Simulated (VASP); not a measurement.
# ZnS (F-43m) in VASP: further runs, part 2 of 2

VASP 6.6.1. Earlier steps stand in the parts before.

### 4 Single point, PBE

This run uses another cell than the first one, of 19.33 Å³/atom, 1.043 times its volume.

INCAR

```
SYSTEM = ZnS
PREC = Accurate ; ENCUT = 520
EDIFF = 1E-6 ; ISMEAR = -1
SIGMA = 0.02 ; LREAL = .False.
LASPH = .True. ; NELM = 100
ALGO = Normal ; ISIF = 2
LWAVE = .False. ; LCHARG = .False.
GGA = PE ; NBANDS = 16
```

KPOINTS

```
Automatic mesh
0
Gamma
  6 6 6
  0 0 0
```

POSCAR

```
ZnS
1.0
    0.0000000000      2.6838652254      2.6838652254
    2.6838652254      0.0000000000      2.6838652254
    2.6838652254      2.6838652254      0.0000000000
Zn S
1 1
Direct
    0.2500000000      0.2500000000      0.2500000000
    0.0000000000      0.0000000000      0.0000000000
```

Potentials or basis: VASP PAW PBE potentials, release 64 (Zn, S).

On the command line:

```sh
$ cat potpaw_PBE.64/Zn/POTCAR potpaw_PBE.64/S/POTCAR > POTCAR
$ mpirun -np 1 vasp_std > vasp.out
```

OUTCAR:

```text
SYSTEM = ZnS
   PREC = Accurate
   ENCUT = 520
   EDIFF = 1E-6
   ISMEAR = -1
   LREAL = .False.
   LASPH = .True.
   NELM = 100
   ISIF = 2
   GGA = PE

 ion  position               nearest neighbor table
   1  0.250  0.250  0.250-   2 2.32   2 2.32   2 2.32   2 2.32
   2  0.000  0.000  0.000-   1 2.32   1 2.32   1 2.32   1 2.32

  LATTYP: Found a face centered cubic cell.
 ALAT       =     5.3677304508

  Lattice vectors:

 A1 = (   0.0000000000,   2.6838652254,   2.6838652254)
 A2 = (   2.6838652254,   0.0000000000,   2.6838652254)
 A3 = (   2.6838652254,   2.6838652254,   0.0000000000)

Analysis of symmetry for initial positions (statically):
=====================================================================
 Subroutine PRICEL returns:
 Original cell was already a primitive cell.

 Routine SETGRP: Setting up the symmetry group for a
 face centered cubic supercell.

 Subroutine GETGRP returns: Found 24 space group operations
 (whereof 24 operations were pure point group operations)
 out of a pool of 48 trial point group operations.

The static configuration has the point symmetry T_d .

Analysis of symmetry for dynamics (positions and initial velocities):
=====================================================================
 Subroutine PRICEL returns:
 Original cell was already a primitive cell.

 Routine SETGRP: Setting up the symmetry group for a
 face centered cubic supercell.

 Subroutine GETGRP returns: Found 24 space group operations
 (whereof 24 operations were pure point group operations)
 out of a pool of 48 trial point group operations.

The dynamic configuration has the point symmetry T_d .

 Subroutine INISYM returns: Found 24 space group operations
 (whereof 24 operations are pure point group operations),
 and found     1 'primitive' translations

----------------------------------------------------------------------------------------

                                     Primitive cell

  volume of cell :      38.6645

  direct lattice vectors                    reciprocal lattice vectors
     0.000000000  2.683865225  2.683865225    -0.186298476  0.186298476  0.186298476
     2.683865225  0.000000000  2.683865225     0.186298476 -0.186298476  0.186298476
     2.683865225  2.683865225  0.000000000     0.186298476  0.186298476 -0.186298476

  length of vectors
     3.795558601  3.795558601  3.795558601     0.322678425  0.322678425  0.322678425

  position of ions in fractional coordinates (direct lattice)
     0.250000000  0.250000000  0.250000000
     0.000000000  0.000000000  0.000000000

  ion indices of the primitive-cell ions
   primitive index   ion index
                 1           1
                 2           2

----------------------------------------------------------------------------------------

 KPOINTS: Automatic mesh

Automatic generation of k-mesh.
 Grid dimensions read from file:
 generate k-points for:    6    6    6

 Generating k-lattice:

  Cartesian coordinates                     Fractional coordinates (reciprocal lattice)
    -0.031049746  0.031049746  0.031049746     0.166666667  0.000000000  0.000000000
     0.031049746 -0.031049746  0.031049746     0.000000000  0.166666667  0.000000000
     0.031049746  0.031049746 -0.031049746     0.000000000  0.000000000  0.166666667

  Length of vectors
     0.053779737  0.053779737  0.053779737

  Shift w.r.t. Gamma in fractional coordinates (k-lattice)
     0.000000000  0.000000000  0.000000000

 Subroutine IBZKPT returns following result:
 ===========================================

 Found     16 irreducible k-points:

 Following reciprocal coordinates:
            Coordinates               Weight
  0.000000  0.000000  0.000000      1.000000
  0.166667  0.000000  0.000000      8.000000
  0.333333  0.000000  0.000000      8.000000
  0.500000  0.000000  0.000000      4.000000
  0.166667  0.166667  0.000000      6.000000
  0.333333  0.166667  0.000000     24.000000
[... 8 lines left out ...]
 -0.333333  0.333333  0.166667     24.000000
 -0.333333  0.500000  0.166667     12.000000
   k-points           NKPTS =     16   k-points in BZ     NKDIM =     16   number of bands    NBANDS=     16
   number of dos      NEDOS =    301   number of ions     NIONS =      2
   total plane-waves  NPLWV =  21952
   dimension x,y,z NGX =    28 NGY =   28 NGZ =   28
   dimension x,y,z NGXF=    56 NGYF=   56 NGZF=   56
   ions per type =               1   1
   NGX,Y,Z   is equivalent  to a cutoff of  12.26, 12.26, 12.26 a.u.
   NGXF,Y,Z  is equivalent  to a cutoff of  24.53, 24.53, 24.53 a.u.
 SYSTEM =  ZnS
   PREC   = accura    normal or accurate (medium, high low for compatibility)
   ISTART =      0    job   : 0-new  1-cont  2-samecut
   ICHARG =      2    charge: 1-file 2-atom 10-const
   ISPIN  =      1    spin polarized calculation?
   LNONCOLLINEAR =      F non collinear calculations
   LSORBIT =      F    spin-orbit coupling
   LASPH  =      T    aspherical Exc in radial PAW
   ENCUT  =  520.0 eV  38.22 Ry    6.18 a.u.   7.06  7.06  7.06*2*pi/ulx,y,z
   NELM   =    100;   NELMIN=  2; NELMDL= -5     # of ELM steps
   EDIFF  = 0.1E-05   stopping-criterion for ELM
   LREAL  =      F    real-space projection
   EDIFFG = 0.1E-04   stopping-criterion for IOM
   NSW    =      0    number of steps for IOM
   IBRION =     -1    ionic relax: 0-MD 1-quasi-New 2-CG
   NFREE  =      0    steps in history (QN), initial steepest desc. (CG)
   ISIF   =      2    stress and relaxation
   ISYM   =      2    0-nonsym 1-usesym 2-fastsym
   POTIM  = 0.5000    time-step for ionic-motion
   TEBEG  =    0.0;   TEEND  =   0.0 temperature during run
   PSTRESS=    0.0 pullay stress
   NELECT =      18.0000    total number of electrons
   NUPDOWN=      -1.0000    fix difference up-down
   EMIN   =  10.00;   EMAX   =-10.00  energy-range for DOS
   EFERMI =   0.00;   METHOD = LEGACY
   ISMEAR =    -1;   SIGMA  =   0.02  broadening in eV -4-tet -1-fermi 0-gaus
   EFERMI_NEDOS =   21; number of points for ismear=-14 and -15
   IALGO  =     38    algorithm
   IMIX   =      4    mixing-type and parameters
     AMIX     =   0.40;   BMIX     =  1.00
     AMIX_MAG =   1.60;   BMIX_MAG =  1.00
  volume/ion in A,a.u.               =      19.33       130.46
  Fermi-wavevector in a.u.,A,eV,Ry     =   1.268805  2.397694 21.903567  1.609867
  Thomas-Fermi vector in A             =   2.401880
   LORBIT       =      0    0 simple, 1 ext, 2 COOP (PROOUT), +10 PAW based schemes
   GGA     = PE    functional components
[... 5 lines left out ...]
 non-spin polarized calculation
  energy-cutoff  :      520.00
  volume of cell :       38.66
 maximum number of plane-waves:      1056
   NGX = 15   NGY = 15   NGZ = 15

 number of electron      18.0000013 magnetization

 Free energy of the ion-electron system (eV)
  ---------------------------------------------------
  ext. energy  EPLUGINS =         0.00000000
  ---------------------------------------------------
  free energy    TOTEN  =        -6.83136950 eV

  energy without entropy =       -6.83136950  energy(sigma->0) =       -6.83136950

 E-fermi :   2.7287     XC(G=0):  -9.7247

 val. band max:        2.2998275101   @ k =   0.0000   0.0000   0.0000
 cond. band min:       4.5024371693   @ k =   0.0000   0.0000   0.0000
 fundamental gap:      2.2026096592
 Fermi energy:         2.7286612609

 k-point     1 :       0.0000    0.0000    0.0000
  band No.  band energies     occupation
      1     -10.9834      2.00000
      2      -4.1237      2.00000
      3      -4.1237      2.00000
      4      -4.1237      2.00000
      5      -3.6014      2.00000
      6      -3.6014      2.00000
[... 8 lines left out ...]
     15      14.0847      0.00000
     16      14.2833      0.00000

 k-point     2 :       0.1667    0.0000    0.0000
  band No.  band energies     occupation
      1     -10.7736      2.00000
      2      -4.1194      2.00000
      3      -4.0869      2.00000
      4      -4.0869      2.00000
      5      -3.6035      2.00000
      6      -3.6035      2.00000
[... 8 lines left out ...]
     15      13.2878      0.00000
     16      15.0826      0.00000
[... 235 lines left out ...]
      5      -3.6135      2.00000
      6      -3.2762      2.00000
[... 8 lines left out ...]
     15      16.1438      0.00000
     16      16.8245      0.00000

 k-point    16 :      -0.3333    0.5000    0.1667
  band No.  band energies     occupation
      1      -9.6884      2.00000
      2      -4.0384      2.00000
      3      -3.8153      2.00000
      4      -3.7262      2.00000
      5      -3.5778      2.00000
      6      -3.2302      2.00000
[... 8 lines left out ...]
     15      16.2793      0.00000
     16      17.2651      0.00000

------------------------ aborting loop because EDIFF is reached ----------------------------------------

  FORCE on cell =-STRESS in cart. coord.  units (eV):
  Direction    XX          YY          ZZ          XY          YZ          ZX
  --------------------------------------------------------------------------------------
  -------------------------------------------------------------------------------------
  Total        0.8245339      0.8245339      0.8245339      0.0000000     -0.0000000     -0.0000000
  in kB       34.1670130     34.1670130     34.1670130      0.0000000     -0.0000000     -0.0000000
  external PRESSURE =      34.1670130 kB  Pullay stress =       0.0000000 kB

 VOLUME and BASIS-vectors are now :
 -----------------------------------------------------------------------------
  energy-cutoff  :      520.00
  volume of cell :       38.66
      direct lattice vectors                 reciprocal lattice vectors
     0.000000000  2.683865225  2.683865225    -0.186298476  0.186298476  0.186298476
     2.683865225  0.000000000  2.683865225     0.186298476 -0.186298476  0.186298476
     2.683865225  2.683865225  0.000000000     0.186298476  0.186298476 -0.186298476

 POSITION                                       TOTAL-FORCE (eV/Angst)
 -----------------------------------------------------------------------------------
      1.34193      1.34193      1.34193         0.000000     -0.000000      0.000000
      0.00000      0.00000      0.00000        -0.000000      0.000000     -0.000000
 -----------------------------------------------------------------------------------
    total drift:                               -0.000001     -0.000001     -0.000001

  FREE ENERGIE OF THE ION-ELECTRON SYSTEM (eV)
  ---------------------------------------------------
  free  energy   TOTEN  =        -6.8313695033 eV

  energy  without entropy=       -6.8313695033  energy(sigma->0) =       -6.83136950
```

stdout:

```text
POSCAR found type information on POSCAR ZnS
 POSCAR found :  2 types and       2 ions
 scaLAPACK will be used
 LDA part: xc-table for (Slater+PW92), standard interpolation
 POSCAR, INCAR and KPOINTS ok, starting setup
 FFT: planning ... GRIDC
 FFT: planning ... GRID_SOFT
 FFT: planning ... GRID
 WAVECAR not read
 entering main loop
```

Run time: 5 s. Hardware: 1 thread of Intel Xeon 6975P-C (Granite Rapids), shared host; peak memory 0.15 GiB.

What came out:

```yaml
Free_energy: -6.8314 eV
Pressure: 3.4 GPa
Band_gap_on_the_k_mesh: 2.20 eV, direct
```

Levels at points of the mesh, in eV from the valence-band top:
| k point | band 7 | band 8 | band 9 | band 10 | band 11 | band 12 |
| --- | --- | --- | --- | --- | --- | --- |
| (0.00, 0.00, 0.00) | 0.00 | 0.00 | 0.00 | 2.20 | 6.38 | 6.38 |
| (0.50, 0.00, 0.00) | -5.43 | -0.90 | -0.90 | 3.35 | 6.91 | 6.91 |
| (0.50, 0.50, 0.00) | -4.64 | -2.29 | -2.29 | 3.36 | 4.07 | 11.12 |

### 5 Single point, PBE

This run uses another cell than the first one, of 19.73 Å³/atom, 1.064 times its volume.

INCAR

```
SYSTEM = ZnS
PREC = Accurate ; ENCUT = 520
EDIFF = 1E-7 ; ISMEAR = -1
SIGMA = 0.02 ; LREAL = .FALSE.
LASPH = .TRUE. ; NELM = 60
ALGO = Normal ; ISIF = 2
LWAVE = .FALSE. ; LCHARG = .FALSE.
GGA = PE ; NBANDS = 16
```

KPOINTS

```
Automatic mesh
0
G
  6 6 6
  0 0 0
```

POSCAR

```
ZnS
1.0
    0.0000000000      2.7020000000      2.7020000000
    2.7020000000      0.0000000000      2.7020000000
    2.7020000000      2.7020000000      0.0000000000
Zn S
1 1
Direct
    0.2500000000      0.2500000000      0.2500000000
    0.0000000000      0.0000000000      0.0000000000
```

On the command line:

```sh
$ cat potpaw_PBE.64/Zn/POTCAR potpaw_PBE.64/S/POTCAR > POTCAR
$ mpirun -np 1 vasp_std > vasp.out
```

Wall time 5.5 s (1 thread of Intel Xeon 6975P-C (Granite Rapids), shared host); peak memory 0.15 GiB.

Results (log left out):

- Free energy: -6.8442 eV
- Pressure: 1.8 GPa
- Band gap on the k mesh: 2.11 eV, direct

Levels at points of the mesh, in eV from the valence-band top:
```
           k point  band 5  band 6  band 7  band 8  band 9  band 10  band 11  band 12  band 13  band 14
(0.00, 0.00, 0.00)   -5.84   -5.84    0.00    0.00    0.00     2.11     6.39     6.39     6.39    11.76
(0.50, 0.00, 0.00)   -5.81   -5.64   -5.29   -0.87   -0.87     3.31     6.93     6.93     8.88    12.17
(0.50, 0.50, 0.00)   -5.77   -5.63   -4.56   -2.22   -2.22     3.41     4.07    10.98    11.97    11.97
```

### 6 Summary

| cell | gap on the mesh (eV) | pressure (GPa) |
| --- | --- | --- |
| a = 3.743 Å, angles 60.0°, 2 atoms | 2.39 | 7.2 |
| a = 3.770 Å, angles 60.0°, 2 atoms | 2.29 | 5.2 |
| a = 3.796 Å, angles 60.0°, 2 atoms | 2.20 | 3.4 |
| a = 3.821 Å, angles 60.0°, 2 atoms | 2.11 | 1.8 |

Alike in all rows: task single point; level PBE; potentials or basis VASP PAW PBE potentials, release 64 (Zn, S); no spin polarisation; k mesh 6 × 6 × 6; cutoff (eV) 520; smearing fermi-dirac 0.02 eV.

Total energies depend on the potentials used, so only differences within one code and one set of settings carry meaning.

### 7 Against experiment

Step 5. Against the measured gap of ZnS, 3.85 eV (direct; 19 K; quoted in “Electronic, vibrational, and thermodynamic properties of ZnS (zincblende and rocksalt structure)”, 2009, arxiv:0911.5022), the calculated 2.11 eV is off by -1.74 eV. The value is that of PBE, without temperature or zero-point motion. Semilocal functionals fall short of measured gaps as a rule.
